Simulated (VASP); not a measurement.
Crystal: Pt.

```xyz
1
Lattice="0.0000 1.9600 1.9600 1.9600 0.0000 1.9600 1.9600 1.9600 0.0000" Properties=species:S:1:pos:R:3 pbc="T T T"
Pt    0.0000    0.0000    0.0000
```

| Item | Value |
| --- | --- |
| Program | VASP 6.6.1 |
| Task | relaxation of cell and atoms |
| Functional | r2SCAN |
| Potentials or basis | VASP PAW PBE potentials, release 64 (Pt) |
| Cutoff | 550 eV |
| k mesh | 9 × 9 × 9 |
| Occupations | fermi-dirac, width 0.05 eV |
| Spin | no spin polarisation |

At the start: pressure 4.7 GPa; volume 15.06 Å³/atom.

Problem. Where does the relaxation end?

Solution. Over 3 steps the energy falls by 3.5 meV/atom and the volume is 15.31 Å³/atom (+1.7 %); space group Fm-3m (No. 225, to 0.1 Å) before and after.

Step by step:
```
step  energy change (eV)  largest force (eV/Å)  pressure (GPa)  volume (Å³)
   1              0.0000                0.0000            4.69        15.06
   2              0.0239                0.0000          -11.36        16.04
   3             -0.0035                0.0000           -0.06        15.31
```

Final structure:
```
CELL_PARAMETERS angstrom
0.00000 1.97081 1.97081
1.97081 0.00000 1.97081
1.97081 1.97081 0.00000
ATOMIC_POSITIONS crystal
Pt 0.00000 0.00000 0.00000
```

Caveat: the PAW data sets were made with another functional, which shifts forces and pressure a little.
